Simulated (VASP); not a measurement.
# CdS (P6_3mc) in VASP: notebook

The runs below take CdS through relaxation of cell and atoms, with PBEsol+D3(BJ), r2SCAN.

All numbers are computed with VASP 6.6.1; they aren't measurements. Logs are shortened: lines on timing, memory, paths and dates and some standing lists are left out, and cuts for length are marked.

## 1. The cell of the first run

The structure is hexagonal, space group P6_3mc (No. 186). The conventional cell has a = 4.150 Å, b = 4.150 Å, c = 6.737 Å, α = 90.00°, β = 90.00°, γ = 120.00°. Cd (site symmetry 3m) has 4 S at 2.53 to 2.54 Å within 3.3 Å. S (site symmetry 3m) has 4 Cd at 2.53 to 2.54 Å within 3.3 Å.

## 2. Relaxation of cell and atoms, PBEsol+D3(BJ)

File INCAR:

```
PREC = Accurate
ENCUT = 600
EDIFF = 1E-7
ISMEAR = -1
SIGMA = 0.05
LREAL = False
LASPH = True
NELM = 100
ALGO = Normal
ISIF = 3
LWAVE = False
LCHARG = False
GGA = PS
IVDW = 12
IBRION = 2
NSW = 60
EDIFFG = -0.01
```

File KPOINTS:

```
Automatic mesh
0
Gamma
  7 7 4
```

File POSCAR:

```
CdS
1.0
    4.1500000000      0.0000000000      0.0000000000
   -2.0750000000      3.5940054257      0.0000000000
    0.0000000000      0.0000000000      6.7370000000
Cd S
2 2
Direct
    0.6666666667      0.3333333333      0.5000000000
    0.3333333333      0.6666666667      0.0000000000
    0.6666666667      0.3333333333      0.8750000000
    0.3333333333      0.6666666667      0.3750000000
```

Potentials or basis: VASP PAW PBE potentials, release 64 (Cd, S).

On the command line:

```console
cat potpaw_PBE.64/Cd/POTCAR potpaw_PBE.64/S/POTCAR > POTCAR
mpirun -np 1 vasp_std > vasp.out
```

OUTCAR:

```text
PREC = Accurate
   ENCUT = 600
   EDIFF = 1E-7
   ISMEAR = -1
   LREAL = False
   LASPH = True
   NELM = 100
   ISIF = 3
   GGA = PS
   IVDW = 12
   IBRION = 2
   NSW = 60
   EDIFFG = -0.01
 IVDW          = 12

 ion  position               nearest neighbor table
   1  0.667  0.333  0.500-   3 2.53   4 2.54   4 2.54   4 2.54
   2  0.333  0.667  0.000-   4 2.53   3 2.54   3 2.54   3 2.54
   3  0.667  0.333  0.875-   1 2.53   2 2.54   2 2.54   2 2.54
   4  0.333  0.667  0.375-   2 2.53   1 2.54   1 2.54   1 2.54

  LATTYP: Found a hexagonal cell.
 ALAT       =     4.1500000000
 C/A-ratio  =     1.6233734940

  Lattice vectors:

 A1 = (   4.1500000000,   0.0000000000,   0.0000000000)
 A2 = (  -2.0750000000,   3.5940054257,   0.0000000000)
 A3 = (   0.0000000000,   0.0000000000,   6.7370000000)

Analysis of symmetry for initial positions (statically):
=====================================================================
 Subroutine PRICEL returns:
 Original cell was already a primitive cell.

 Routine SETGRP: Setting up the symmetry group for a
 hexagonal supercell.

 Subroutine GETGRP returns: Found 12 space group operations
 (whereof  6 operations were pure point group operations)
 out of a pool of 24 trial point group operations.

The static configuration has the point symmetry C_3v.
 The point group associated with its full space group is C_6v.

Analysis of symmetry for dynamics (positions and initial velocities):
=====================================================================
 Subroutine PRICEL returns:
 Original cell was already a primitive cell.

 Routine SETGRP: Setting up the symmetry group for a
 hexagonal supercell.

 Subroutine GETGRP returns: Found 12 space group operations
 (whereof  6 operations were pure point group operations)
 out of a pool of 24 trial point group operations.

The dynamic configuration has the point symmetry C_3v.
 The point group associated with its full space group is C_6v.

 Subroutine INISYM returns: Found 12 space group operations
 (whereof  6 operations are pure point group operations),
 and found     1 'primitive' translations

----------------------------------------------------------------------------------------

                                     Primitive cell

  volume of cell :     100.4832

  direct lattice vectors                    reciprocal lattice vectors
     4.150000000  0.000000000  0.000000000     0.240963855  0.139120547  0.000000000
    -2.075000000  3.594005426  0.000000000     0.000000000  0.278241094  0.000000000
     0.000000000  0.000000000  6.737000000     0.000000000  0.000000000  0.148434021

  length of vectors
     4.150000000  4.150000000  6.737000000     0.278241094  0.278241094  0.148434021

  position of ions in fractional coordinates (direct lattice)
     0.666666667  0.333333333  0.500000000
     0.333333333  0.666666667  0.000000000
     0.666666667  0.333333333  0.875000000
     0.333333333  0.666666667  0.375000000

  ion indices of the primitive-cell ions
   primitive index   ion index
                 1           1
                 2           2
                 3           3
                 4           4

----------------------------------------------------------------------------------------

 KPOINTS: Automatic mesh

Automatic generation of k-mesh.
 Grid dimensions read from file:
 generate k-points for:    7    7    4

 Generating k-lattice:

  Cartesian coordinates                     Fractional coordinates (reciprocal lattice)
     0.034423408  0.019874364  0.000000000     0.142857143  0.000000000  0.000000000
     0.000000000  0.039748728  0.000000000     0.000000000  0.142857143  0.000000000
     0.000000000  0.000000000  0.037108505     0.000000000  0.000000000  0.250000000

  Length of vectors
     0.039748728  0.039748728  0.037108505

  Shift w.r.t. Gamma in fractional coordinates (k-lattice)
     0.000000000  0.000000000  0.000000000

 Subroutine IBZKPT returns following result:
 ===========================================

 Found     24 irreducible k-points:

 Following reciprocal coordinates:
            Coordinates               Weight
  0.000000  0.000000  0.000000      1.000000
  0.142857 -0.000000  0.000000      6.000000
  0.285714 -0.000000  0.000000      6.000000
  0.428571 -0.000000  0.000000      6.000000
  0.142857  0.142857  0.000000      6.000000
  0.285714  0.142857  0.000000     12.000000
[... 16 lines left out ...]
  0.428571  0.142857  0.500000      6.000000
  0.285714  0.285714  0.500000      6.000000
   k-points           NKPTS =     24   k-points in BZ     NKDIM =     24   number of bands    NBANDS=     22
   number of dos      NEDOS =    301   number of ions     NIONS =      4
   total plane-waves  NPLWV =  69984
   dimension x,y,z NGX =    36 NGY =   36 NGZ =   54
   dimension x,y,z NGXF=    72 NGYF=   72 NGZF=  108
   ions per type =               2   2
   NGX,Y,Z   is equivalent  to a cutoff of  14.42, 14.42, 13.33 a.u.
   NGXF,Y,Z  is equivalent  to a cutoff of  28.84, 28.84, 26.65 a.u.
 SYSTEM =  unknown system
   PREC   = accura    normal or accurate (medium, high low for compatibility)
   ISTART =      0    job   : 0-new  1-cont  2-samecut
   ICHARG =      2    charge: 1-file 2-atom 10-const
   ISPIN  =      1    spin polarized calculation?
   LNONCOLLINEAR =      F non collinear calculations
   LSORBIT =      F    spin-orbit coupling
   LASPH  =      T    aspherical Exc in radial PAW
   ENCUT  =  600.0 eV  44.10 Ry    6.64 a.u.   8.29  8.29 13.46*2*pi/ulx,y,z
   NELM   =    100;   NELMIN=  2; NELMDL= -5     # of ELM steps
   EDIFF  = 0.1E-06   stopping-criterion for ELM
   LREAL  =      F    real-space projection
   EDIFFG = -.1E-01   stopping-criterion for IOM
   NSW    =     60    number of steps for IOM
   IBRION =      2    ionic relax: 0-MD 1-quasi-New 2-CG
   NFREE  =      1    steps in history (QN), initial steepest desc. (CG)
   ISIF   =      3    stress and relaxation
   ISYM   =      2    0-nonsym 1-usesym 2-fastsym
   POTIM  = 0.5000    time-step for ionic-motion
   TEBEG  =    0.0;   TEEND  =   0.0 temperature during run
   PSTRESS=    0.0 pullay stress
   NELECT =      36.0000    total number of electrons
   NUPDOWN=      -1.0000    fix difference up-down
   EMIN   =  10.00;   EMAX   =-10.00  energy-range for DOS
   EFERMI =   0.00;   METHOD = LEGACY
   ISMEAR =    -1;   SIGMA  =   0.05  broadening in eV -4-tet -1-fermi 0-gaus
   EFERMI_NEDOS =   21; number of points for ismear=-14 and -15
   IALGO  =     38    algorithm
   IMIX   =      4    mixing-type and parameters
     AMIX     =   0.40;   BMIX     =  1.00
     AMIX_MAG =   1.60;   BMIX_MAG =  1.00
  volume/ion in A,a.u.               =      25.12       169.52
  Fermi-wavevector in a.u.,A,eV,Ry     =   1.162727  2.197236 18.394190  1.351935
  Thomas-Fermi vector in A             =   2.299285
   LORBIT       =      0    0 simple, 1 ext, 2 COOP (PROOUT), +10 PAW based schemes
   GGA     = PS    functional components
   LHFCALC =     F    Hartree Fock is set to
   AEXX    =    0.0000 exact exchange contribution
   IVDW    =    12    specifies the selected vdW correction
   LEPSILON=     F    determine dielectric tensor
   LRPA    =     F    only Hartree local field effects (RPA)
 conjugate gradient relaxation of ions
 non-spin polarized calculation
  energy-cutoff  :      600.00
  volume of cell :      100.48
 maximum number of plane-waves:      3376
 NGX is ok and might be reduce to    36
   NGX = 17   NGY = 17   NGZ = 27

--------------------------------------- Ionic step        1  -------------------------------------------

 number of electron      36.0000008 magnetization

 Free energy of the ion-electron system (eV)
  ---------------------------------------------------
  ext. energy  EPLUGINS =         0.00000000
  ---------------------------------------------------
  free energy    TOTEN  =       -13.63037898 eV

  energy without entropy =      -13.63037842  energy(sigma->0) =      -13.63037870

------------------------ aborting loop because EDIFF is reached ----------------------------------------

 Edisp (eV)   -1.07249

 E8    (eV) :    -0.6780

  FORCE on cell =-STRESS in cart. coord.  units (eV):
  Direction    XX          YY          ZZ          XY          YZ          ZX
  --------------------------------------------------------------------------------------
  -------------------------------------------------------------------------------------
  Total      -1.60973    -1.60973    -1.22194     0.00000     0.00000     0.00000
  in kB     -25.66677   -25.66677   -19.48354     0.00000     0.00000     0.00000
  external pressure =      -23.61 kB  Pullay stress =        0.00 kB

 VOLUME and BASIS-vectors are now :
 -----------------------------------------------------------------------------
  energy-cutoff  :      600.00
  volume of cell :      100.48
      direct lattice vectors                 reciprocal lattice vectors
     4.150000000  0.000000000  0.000000000     0.240963855  0.139120547  0.000000000
    -2.075000000  3.594005426  0.000000000     0.000000000  0.278241094  0.000000000
     0.000000000  0.000000000  6.737000000     0.000000000  0.000000000  0.148434021

 POSITION                                       TOTAL-FORCE (eV/Angst)
 -----------------------------------------------------------------------------------
      2.07500      1.19800      3.36850        -0.000000      0.000000     -0.066119
     -0.00000      2.39600      0.00000         0.000000     -0.000000     -0.066119
      2.07500      1.19800      5.89487         0.000000     -0.000000      0.066119
     -0.00000      2.39600      2.52637         0.000000      0.000000      0.066119
 -----------------------------------------------------------------------------------
    total drift:                               -0.000000      0.000000     -0.000730
[... 151 lines left out ...]
 VOLUME and BASIS-vectors are now :
 -----------------------------------------------------------------------------
  energy-cutoff  :      600.00
  volume of cell :       96.69
      direct lattice vectors                 reciprocal lattice vectors
     4.091242802  0.000000000  0.000000000     0.244424506  0.141118554  0.000000000
    -2.045621401  3.543120200 -0.000000000     0.000000000  0.282237108  0.000000000
     0.000000000  0.000000000  6.670053667     0.000000000  0.000000000  0.149923831

 POSITION                                       TOTAL-FORCE (eV/Angst)
 -----------------------------------------------------------------------------------
      2.04562      1.18104      3.33201        -0.000000      0.000000     -0.001892
     -0.00000      2.36208      6.66703        -0.000000     -0.000000     -0.001892
      2.04562      1.18104      5.83932        -0.000000      0.000000      0.001892
     -0.00000      2.36208      2.50429         0.000000     -0.000000      0.001892
 -----------------------------------------------------------------------------------
    total drift:                               -0.000000      0.000000     -0.000134

  FREE ENERGIE OF THE ION-ELECTRON SYSTEM (eV)
  ---------------------------------------------------
  free  energy   TOTEN  =       -14.7334925658 eV

  energy  without entropy=      -14.7334923148  energy(sigma->0) =      -14.73349244

--------------------------------------- Ionic step        6  -------------------------------------------

 number of electron      35.9999997 magnetization

 Free energy of the ion-electron system (eV)
  ---------------------------------------------------
  ext. energy  EPLUGINS =         0.00000000
  ---------------------------------------------------
  free energy    TOTEN  =       -13.61848741 eV

  energy without entropy =      -13.61848716  energy(sigma->0) =      -13.61848729

 E-fermi :   2.0388     XC(G=0):  -9.4932

 val. band max:        1.4402979147   @ k =   0.0000   0.0000   0.0000
 cond. band min:       2.5819821678   @ k =   0.0000   0.0000   0.0000
 fundamental gap:      1.1416842531
 Fermi energy:         2.0387808441

 k-point     1 :       0.0000    0.0000    0.0000
  band No.  band energies     occupation
      1     -11.1159      2.00000
      2     -10.6453      2.00000
      3      -6.3752      2.00000
      4      -6.3641      2.00000
      5      -6.3641      2.00000
      6      -6.2723      2.00000
[... 14 lines left out ...]
     21       7.8179      0.00000
     22       7.8179      0.00000

 k-point     2 :       0.1429   -0.0000    0.0000
  band No.  band energies     occupation
      1     -11.0383      2.00000
      2     -10.6114      2.00000
      3      -6.3497      2.00000
      4      -6.3329      2.00000
      5      -6.3116      2.00000
      6      -6.2357      2.00000
[... 581 lines left out ...]
 VOLUME and BASIS-vectors are now :
 -----------------------------------------------------------------------------
  energy-cutoff  :      600.00
  volume of cell :       96.69
      direct lattice vectors                 reciprocal lattice vectors
     4.091332389  0.000000000  0.000000000     0.244419154  0.141115464  0.000000000
    -2.045666194  3.543197784 -0.000000000     0.000000000  0.282230928  0.000000000
     0.000000000  0.000000000  6.669629531     0.000000000  0.000000000  0.149933365

 POSITION                                       TOTAL-FORCE (eV/Angst)
 -----------------------------------------------------------------------------------
      2.04567      1.18107      3.33187        -0.000000     -0.000000     -0.003530
     -0.00000      2.36213      6.66668         0.000000      0.000000     -0.003530
      2.04567      1.18107      5.83887         0.000000      0.000000      0.003530
     -0.00000      2.36213      2.50406        -0.000000      0.000000      0.003530
 -----------------------------------------------------------------------------------
    total drift:                               -0.000000      0.000000     -0.000447

  FREE ENERGIE OF THE ION-ELECTRON SYSTEM (eV)
  ---------------------------------------------------
  free  energy   TOTEN  =       -14.7334931075 eV

  energy  without entropy=      -14.7334928568  energy(sigma->0) =      -14.73349298

 reached required accuracy - stopping structural energy minimisation
```

Run time: 1.8 min. Hardware: 1 thread of Intel Xeon 6975P-C (Granite Rapids), shared host; peak memory 0.29 GiB.

Results:

- Free energy: -14.7335 eV
- Relaxed volume: 24.17 Å³/atom
- Relaxed cell: a = 4.091 Å, b = 4.091 Å, c = 6.670 Å, α = 90.00°, β = 90.00°, γ = 120.00°
- Space group after relaxing (to 0.1 Å): P6_3mc (No. 186)
- Energy gained by relaxing: 7.7 meV/atom
- Ionic steps: 6
- Pressure after relaxing: 0.0 GPa
- Largest force after relaxing: 0.004 eV/Å
- Band gap on the k mesh: 1.14 eV
- Dispersion energy per atom: -0.279 eV

Forces on the atoms (eV/Å):
```
Cd   0.000  0.000 -0.004
Cd   0.000  0.000 -0.004
S    0.000  0.000  0.004
S    0.000  0.000  0.004
```

The path:
```
step  energy change (eV)  largest force (eV/Å)  pressure (GPa)  volume (Å³)
   1              0.0000                0.0661           -2.36       100.48
   2             -0.0262                0.0059            1.01        95.20
   3             -0.0306                0.0169            0.01        96.59
   4             -0.0306                0.0180           -0.04        96.67
   5             -0.0306                0.0019           -0.05        96.69
   6             -0.0306                0.0035           -0.05        96.69
```

Final structure:
```
Cd S
1.0
     4.09133    0.00000    0.00000
    -2.04567    3.54320    0.00000
     0.00000    0.00000    6.66963
Cd S
2 2
Direct
  0.66667 0.33333 0.49956
  0.33333 0.66667 0.99956
  0.66667 0.33333 0.87544
  0.33333 0.66667 0.37544
```

Levels at points of the mesh, in eV from the valence-band top:
| k point | band 16 | band 17 | band 18 | band 19 | band 20 | band 21 |
| --- | --- | --- | --- | --- | --- | --- |
| (0.00, 0.00, 0.00) | -0.06 | 0.00 | 0.00 | 1.14 | 2.72 | 6.38 |
| (0.00, 0.00, 0.50) | -0.42 | -0.42 | -0.42 | 2.81 | 2.81 | 6.09 |

Caveat: the PAW data sets were made with another functional, which shifts forces and pressure a little. Expect the measured gap to be larger: semilocal functionals such as PBEsol lack the derivative discontinuity.

## 3. Relaxation of cell and atoms, r2SCAN

POSCAR is that of step 2.

File INCAR.step1:

```
SYSTEM = CdS
ALGO     = Normal         ! electronic algorithm
EDIFF    = 1E-4           ! SCF threshold, eV
ENCUT    = 600            ! plane-wave cutoff, eV
GGA      = PE             ! functional
ISMEAR   = -1             ! smearing method
LASPH    = .TRUE.         ! aspherical terms in the spheres
LCHARG   = .FALSE.        ! write CHGCAR
LREAL    = .FALSE.        ! projectors in reciprocal space
LWAVE    = .TRUE.         ! write WAVECAR
NELM     = 80             ! most SCF steps
PREC     = Accurate       ! precision mode
SIGMA    = 0.05           ! smearing width, eV
```

File INCAR.step2:

```
SYSTEM = CdS
ALGO     = Normal         ! electronic algorithm
EDIFF    = 1E-6           ! SCF threshold, eV
EDIFFG   = -0.01          ! ionic threshold
ENCUT    = 600            ! plane-wave cutoff, eV
IBRION   = 2              ! ionic algorithm
ISIF     = 3              ! what is computed and relaxed
ISMEAR   = -1             ! smearing method
ISTART   = 1            
LASPH    = .TRUE.         ! aspherical terms in the spheres
LCHARG   = .FALSE.        ! write CHGCAR
LMIXTAU  = .TRUE.       
LREAL    = .FALSE.        ! projectors in reciprocal space
LWAVE    = .FALSE.        ! write WAVECAR
METAGGA  = R2SCAN         ! meta-GGA
NELM     = 80             ! most SCF steps
NSW      = 60             ! ionic steps
PREC     = Accurate       ! precision mode
SIGMA    = 0.05           ! smearing width, eV
```

File KPOINTS:

```
k-points
0
G
  7 7 4
  0 0 0
```

Potentials or basis: VASP PAW PBE potentials, release 64 (Cd, S).

On the command line:

```console
cat potpaw_PBE.64/Cd/POTCAR potpaw_PBE.64/S/POTCAR > POTCAR
cp INCAR.step1 INCAR
mpirun -np 1 vasp_std > vasp.out
cp INCAR.step2 INCAR
mpirun -np 1 vasp_std > vasp.out
```

Run time: 5.7 min. Hardware: 1 thread of Intel Xeon 6975P-C (Granite Rapids), shared host; peak memory 0.3 GiB.

Results (log left out):

* Free energy: -59.3823 eV
* Relaxed volume: 25.51 Å³/atom
* Relaxed cell: a = 4.166 Å, b = 4.166 Å, c = 6.788 Å, α = 90.00°, β = 90.00°, γ = 120.00°
* Space group after relaxing (to 0.1 Å): P6_3mc (No. 186)
* Energy gained by relaxing: 1.4 meV/atom
* Ionic steps: 5
* Pressure after relaxing: 0.0 GPa
* Largest force after relaxing: 0.008 eV/Å
* Band gap on the k mesh: 1.61 eV

Forces in eV/Å, atoms in the order of the input:
```
Cd   0.000  0.000 -0.008
Cd   0.000  0.000 -0.008
S    0.000  0.000  0.008
S    0.000  0.000  0.008
```

Step by step:
```
step  energy change (eV)  largest force (eV/Å)  pressure (GPa)  volume (Å³)
   1              0.0000                0.0718            1.00       100.48
   2             -0.0045                0.0019           -0.44       102.78
   3             -0.0055                0.0214           -0.01       102.06
   4             -0.0055                0.0205           -0.03       102.10
   5             -0.0055                0.0081            0.00       102.05
```

Final structure:
```xyz
4
Lattice="4.1664 0.0000 0.0000 -2.0832 3.6082 0.0000 0.0000 0.0000 6.7883" Properties=species:S:1:pos:R:3 pbc="T T T"
Cd    2.0832    1.2027    3.3907
Cd    0.0000    2.4055    6.7849
S     2.0832    1.2027    5.9432
S     0.0000    2.4055    2.5490
```

Levels at points of the mesh, in eV from the valence-band top:
```tsv
k point	band 15	band 16	band 17	band 18	band 19	band 20	band 21	band 22
(0.00, 0.00, 0.00)	-0.74	-0.05	0.00	0.00	1.61	3.23	7.00	7.00
(0.00, 0.00, 0.50)	-0.38	-0.38	-0.38	-0.38	3.26	3.26	6.61	6.61
```

Caveat: the PAW data sets were made with another functional, which shifts forces and pressure a little.
